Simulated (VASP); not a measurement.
# Sn (Fd-3m) in VASP: notebook, part 2 of 2

VASP 6.6.1.

### Step 4. Electric field gradients, r2SCAN

POSCAR reads:

```
Sn
1.0
    0.0000000000      3.2456000000      3.2456000000
    3.2456000000      0.0000000000      3.2456000000
    3.2456000000      3.2456000000      0.0000000000
Sn
2
Direct
    0.5000000000      0.5000000000      0.5000000000
    0.7500000000      0.7500000000      0.7500000000
```

INCAR.step1 reads:

```
SYSTEM = Sn
PREC = Accurate
ENCUT = 520
ISMEAR = -1
SIGMA = 0.05
LREAL = .False.
LASPH = .True.
NELM = 80
NBANDS = 21
GGA = PE
ALGO = Normal
EDIFF = 1E-4
LWAVE = .True.
LCHARG = .False.
```

INCAR.step2 reads:

```
SYSTEM = Sn
PREC = Accurate
ENCUT = 520
EDIFF = 1E-8
ISMEAR = -1
SIGMA = 0.05
LREAL = .False.
LASPH = .True.
NELM = 80
ALGO = Normal
ISIF = 2
LWAVE = .False.
LCHARG = .False.
METAGGA = R2SCAN
LMIXTAU = .True.
LEFG = .True.
NBANDS = 21
ISTART = 1
```

KPOINTS reads:

```
Automatic mesh
0
Gamma
  11 11 11
  0 0 0
```

Potentials or basis: VASP PAW PBE potentials, release 64 (Sn_d).

Launch:

```bash
cat potpaw_PBE.64/Sn_d/POTCAR > POTCAR
cp INCAR.step1 INCAR
mpirun -np 1 vasp_std > vasp.out
cp INCAR.step2 INCAR
mpirun -np 1 vasp_std > vasp.out
```

OUTCAR:

```text
SYSTEM = Sn
   PREC = Accurate
   ENCUT = 520
   EDIFF = 1E-8
   ISMEAR = -1
   LREAL = .False.
   LASPH = .True.
   NELM = 80
   ISIF = 2
   METAGGA = R2SCAN
   ISTART = 1

 ion  position               nearest neighbor table
   1  0.500  0.500  0.500-   2 2.81   2 2.81   2 2.81   2 2.81
   2  0.750  0.750  0.750-   1 2.81   1 2.81   1 2.81   1 2.81

  LATTYP: Found a face centered cubic cell.
 ALAT       =     6.4912000000

  Lattice vectors:

 A1 = (   0.0000000000,   3.2456000000,   3.2456000000)
 A2 = (   3.2456000000,   0.0000000000,   3.2456000000)
 A3 = (   3.2456000000,   3.2456000000,   0.0000000000)

Analysis of symmetry for initial positions (statically):
=====================================================================
 Subroutine PRICEL returns:
 Original cell was already a primitive cell.

 Routine SETGRP: Setting up the symmetry group for a
 face centered cubic supercell.

 Subroutine GETGRP returns: Found 48 space group operations
 (whereof 24 operations were pure point group operations)
 out of a pool of 48 trial point group operations.

The static configuration has the point symmetry T_d .
 The point group associated with its full space group is O_h .

Analysis of symmetry for dynamics (positions and initial velocities):
=====================================================================
 Subroutine PRICEL returns:
 Original cell was already a primitive cell.

 Routine SETGRP: Setting up the symmetry group for a
 face centered cubic supercell.

 Subroutine GETGRP returns: Found 48 space group operations
 (whereof 24 operations were pure point group operations)
 out of a pool of 48 trial point group operations.

The dynamic configuration has the point symmetry T_d .
 The point group associated with its full space group is O_h .

 Subroutine INISYM returns: Found 48 space group operations
 (whereof 24 operations are pure point group operations),
 and found     1 'primitive' translations

----------------------------------------------------------------------------------------

                                     Primitive cell

  volume of cell :      68.3778

  direct lattice vectors                    reciprocal lattice vectors
     0.000000000  3.245600000  3.245600000    -0.154054720  0.154054720  0.154054720
     3.245600000  0.000000000  3.245600000     0.154054720 -0.154054720  0.154054720
     3.245600000  3.245600000  0.000000000     0.154054720  0.154054720 -0.154054720

  length of vectors
     4.589971538  4.589971538  4.589971538     0.266830603  0.266830603  0.266830603

  position of ions in fractional coordinates (direct lattice)
     0.500000000  0.500000000  0.500000000
     0.750000000  0.750000000  0.750000000

  ion indices of the primitive-cell ions
   primitive index   ion index
                 1           1
                 2           2

----------------------------------------------------------------------------------------

 KPOINTS: Automatic mesh

Automatic generation of k-mesh.
 Grid dimensions read from file:
[... 71 lines left out ...]
   ISIF   =      2    stress and relaxation
   ISYM   =      2    0-nonsym 1-usesym 2-fastsym
   POTIM  = 0.5000    time-step for ionic-motion
   TEBEG  =    0.0;   TEEND  =   0.0 temperature during run
   PSTRESS=    0.0 pullay stress
   NELECT =      28.0000    total number of electrons
   NUPDOWN=      -1.0000    fix difference up-down
   EMIN   =  10.00;   EMAX   =-10.00  energy-range for DOS
   EFERMI =   0.00;   METHOD = LEGACY
   ISMEAR =    -1;   SIGMA  =   0.05  broadening in eV -4-tet -1-fermi 0-gaus
   EFERMI_NEDOS =   21; number of points for ismear=-14 and -15
   IALGO  =     38    algorithm
   IMIX   =      4    mixing-type and parameters
     AMIX     =   0.40;   BMIX     =  1.00
     AMIX_MAG =   1.60;   BMIX_MAG =  1.00
  volume/ion in A,a.u.               =      34.19       230.72
  Fermi-wavevector in a.u.,A,eV,Ry     =   1.215689  2.297319 20.108049  1.477900
  Thomas-Fermi vector in A             =   2.351068
   LORBIT       =      0    0 simple, 1 ext, 2 COOP (PROOUT), +10 PAW based schemes
   METAGGA = R2SCAN    functional components
   LHFCALC =     F    Hartree Fock is set to
   AEXX    =    0.0000 exact exchange contribution
   IVDW    =     0    specifies the selected vdW correction
   LEPSILON=     F    determine dielectric tensor
   LRPA    =     F    only Hartree local field effects (RPA)
 non-spin polarized calculation
  energy-cutoff  :      520.00
  volume of cell :       68.38
 maximum number of plane-waves:      1862
 NGX is ok and might be reduce to    36
   NGX = 17   NGY = 17   NGZ = 17

 number of electron      28.0000001 magnetization

 Free energy of the ion-electron system (eV)
  ---------------------------------------------------
  ext. energy  EPLUGINS =         0.00000000
  ---------------------------------------------------
  free energy    TOTEN  =       -49.48276644 eV

  energy without entropy =      -49.48223432  energy(sigma->0) =      -49.48250038

 E-fermi :   5.5983     XC(G=0):  -9.5889

 val. band max:        5.5767149405   @ k =   0.0000   0.0000   0.0000
 cond. band min:       5.7245796549   @ k =   0.4545   0.0000   0.0000
 fundamental gap:      0.1478647144
 Fermi energy:         5.5983009516

 k-point     1 :       0.0000    0.0000    0.0000
  band No.  band energies     occupation
      1     -16.8311      2.00000
      2     -16.8311      2.00000
      3     -16.8311      2.00000
      4     -16.7644      2.00000
      5     -16.7644      2.00000
      6     -16.4411      2.00000
[... 565 lines left out ...]
     20      13.5850      0.00000
     21      13.8684      0.00000

 [... further k-points ...]

------------------------ aborting loop because EDIFF is reached ----------------------------------------

  FORCE on cell =-STRESS in cart. coord.  units (eV):
  Direction    XX          YY          ZZ          XY          YZ          ZX
  --------------------------------------------------------------------------------------
  -------------------------------------------------------------------------------------
  Total        0.6779514      0.6779514      0.6779514      0.0000000      0.0000000     -0.0000000
  in kB       15.8852543     15.8852543     15.8852543      0.0000000      0.0000000     -0.0000000
  external PRESSURE =      15.8852543 kB  Pullay stress =       0.0000000 kB

 VOLUME and BASIS-vectors are now :
 -----------------------------------------------------------------------------
  energy-cutoff  :      520.00
  volume of cell :       68.38
      direct lattice vectors                 reciprocal lattice vectors
     0.000000000  3.245600000  3.245600000    -0.154054720  0.154054720  0.154054720
     3.245600000  0.000000000  3.245600000     0.154054720 -0.154054720  0.154054720
     3.245600000  3.245600000  0.000000000     0.154054720  0.154054720 -0.154054720

 POSITION                                       TOTAL-FORCE (eV/Angst)
 -----------------------------------------------------------------------------------
      3.24560      3.24560      3.24560        -0.000000     -0.000000     -0.000000
      4.86840      4.86840      4.86840         0.000000      0.000000      0.000000
 -----------------------------------------------------------------------------------
    total drift:                                0.000000      0.000000      0.000000

  FREE ENERGIE OF THE ION-ELECTRON SYSTEM (eV)
  ---------------------------------------------------
  free  energy   TOTEN  =       -49.4827664384 eV

  energy  without entropy=      -49.4822343191  energy(sigma->0) =      -49.48250038

 Electric field gradients (V/A^2)
---------------------------------------------------------------------
 ion       V_xx      V_yy      V_zz      V_xy      V_xz      V_yz
---------------------------------------------------------------------
   1      -0.000    -0.000     0.000     0.000     0.000     0.000
   2      -0.000    -0.000     0.000     0.000     0.000     0.000
---------------------------------------------------------------------

 Electric field gradients after diagonalization (V/A^2)
 (convention: |V_zz| > |V_xx| > |V_yy|)
----------------------------------------------------------------------
 ion       V_xx      V_yy      V_zz     asymmetry (V_yy - V_xx)/ V_zz
----------------------------------------------------------------------
   1      -0.000    -0.000     0.000       0.000
   2      -0.000    -0.000     0.000       0.000
----------------------------------------------------------------------

           NMR quadrupolar parameters

 Cq : quadrupolar parameter    Cq=e*Q*V_zz/h
 eta: asymmetry parameters     (V_yy - V_xx)/ V_zz
 Q  : nuclear electric quadrupole moment in mb (millibarn)
----------------------------------------------------------------------
 ion       Cq(MHz)       eta       Q (mb)
----------------------------------------------------------------------
   1       0.000       0.000       1.000
   2       0.000       0.000       1.000
----------------------------------------------------------------------
```

Wall time 2.7 min (1 thread of Intel Xeon 6975P-C (Granite Rapids), shared host); peak memory 0.25 GiB.

Results:

* Free energy: -49.4828 eV
* Pressure: 1.6 GPa
* Band gap on the k mesh: zero (filled and empty bands touch)

Levels at points of the mesh, in eV from the Fermi level:
```csv
k point,band 10,band 11,band 12,band 13,band 14,band 15,band 16,band 17,band 18,band 19
"(0.00, 0.00, 0.00)",-22.02,-11.15,-0.39,-0.02,-0.02,-0.02,2.19,2.19,2.19,5.38
```

Caveat: without QUAD_EFG the Cq values of the log hold for a quadrupole moment of 1 mb, not for the nuclei; the PAW data sets were made with another functional, which shifts forces and pressure a little; spin-orbit coupling is left out, which moves the levels of the heavy elements.

### Step 5. Overview

| level | potentials or basis | gap on the mesh (eV) | pressure (GPa) |
| --- | --- | --- | --- |
| LDA | VASP PAW LDA potentials, release 64 (Sn_d) | none | -0.4 |
| PBEsol | VASP PAW PBE potentials, release 64 (Sn_d) | none | 0.9 |
| r2SCAN | VASP PAW PBE potentials, release 64 (Sn_d) | none | 1.6 |

Alike in all rows: task electric field gradients; no spin polarisation; cell as given; k mesh 11 × 11 × 11; cutoff (eV) 520; smearing fermi-dirac 0.05 eV.

Caveats: spin-orbit coupling is left out, which moves the levels of the heavy elements; the PAW data sets were made with another functional, which shifts forces and pressure a little (some runs).

Total energies depend on the potentials used, so only differences within one code and one set of settings carry meaning.
